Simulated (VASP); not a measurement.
HfB2: relaxation of cell and atoms with PBE+U

The system is HfB2.

```
Hf B
1.0
     3.14000    0.00000    0.00000
    -1.57000    2.71932    0.00000
     0.00000    0.00000    3.48000
Hf B
1 2
Direct
  0.00000 0.00000 0.00000
  0.66667 0.33333 0.50000
  0.33333 0.66667 0.50000
```

```
Program                : VASP 6.6.1
Task                   : relaxation of cell and atoms
Functional             : PBE
Potentials or basis    : VASP PAW PBE potentials, release 64 (Hf_pv, B)
Cutoff                 : 600 eV
k mesh                 : 10 × 10 × 8
Occupations            : fermi-dirac, width 0.05 eV
Spin                   : no spin polarisation
Hubbard terms          : Hf d U = 5.0 eV
Dipole correction      : no
Further INCAR settings : ALGO = Normal; EDIFF = 1e-06; IBRION = 2; EDIFFG = -0.01; NSW = 60; ISIF = 3
```

| Item | Value |
| --- | --- |
| Relaxed volume | 10.54 Å³/atom |
| Relaxed cell | a = 3.185 Å, b = 3.185 Å, c = 3.601 Å, α = 90.00°, β = 90.00°, γ = 120.00° |
| Space group after relaxing (to 0.1 Å) | P6/mmm (No. 191) |
| Energy gained by relaxing | 32.1 meV/atom |
| Ionic steps | 9 |
| Pressure after relaxing | 0.0 GPa |
| Band gap on the k mesh | zero (bands 8 and 9 overlap by 1.10 eV) |

Step by step:
```csv
step,energy change (eV),largest force (eV/Å),pressure (GPa),volume (Å³)
1,0.0000,0.0000,15.85,29.71
2,0.0318,0.0000,-15.27,34.13
3,-0.0925,0.0000,-0.54,31.66
4,-0.0925,0.0000,-0.24,31.62
5,-0.0962,0.0000,0.11,31.61
6,-0.0962,0.0000,0.16,31.61
7,-0.0962,0.0000,0.15,31.61
8,-0.0962,0.0000,-0.15,31.65
9,-0.0962,0.0000,0.00,31.63
```

Final structure:
```
Hf B
1.0
     3.18455    0.00000    0.00000
    -1.59227    2.75790    0.00000
     0.00000    0.00000    3.60118
Hf B
1 2
Direct
  0.00000 0.00000 0.00000
  0.66667 0.33333 0.50000
  0.33333 0.66667 0.50000
```

Levels at points of the mesh, in eV from the Fermi level:
```tsv
k point	band 6	band 7	band 8	band 9	band 10	band 11
(0.00, 0.00, 0.00)	-2.93	-2.70	-2.70	4.29	4.29	4.38
(0.50, 0.00, 0.00)	-3.99	-3.63	-2.51	1.49	2.99	5.04
(0.00, 0.00, 0.50)	-1.37	-1.37	0.71	0.71	1.29	1.29
(0.50, 0.00, 0.50)	-4.73	-4.63	-3.29	3.34	3.89	6.38
```

Eigenvalues of the final occupation matrices:
| site | spin | trace | eigenvalues |
| --- | --- | --- | --- |
| site 1 d | 1 | 0.79 | 0.14 0.15 0.15 0.17 0.17 |
| site 1 d | 2 | 0.79 | 0.14 0.15 0.15 0.17 0.17 |

Wall time 63 s on 1 thread of Intel(R) Xeon(R) 6975P-C (Granite Rapids), on a shared host, peak memory 0.19 GiB.

Caveat: spin-orbit coupling is left out, which moves the levels of the heavy elements; U without spin polarisation on a metal has little footing; the U is typed as a test and isn't derived for this compound. Zero-point motion and thermal expansion aren't in these numbers.
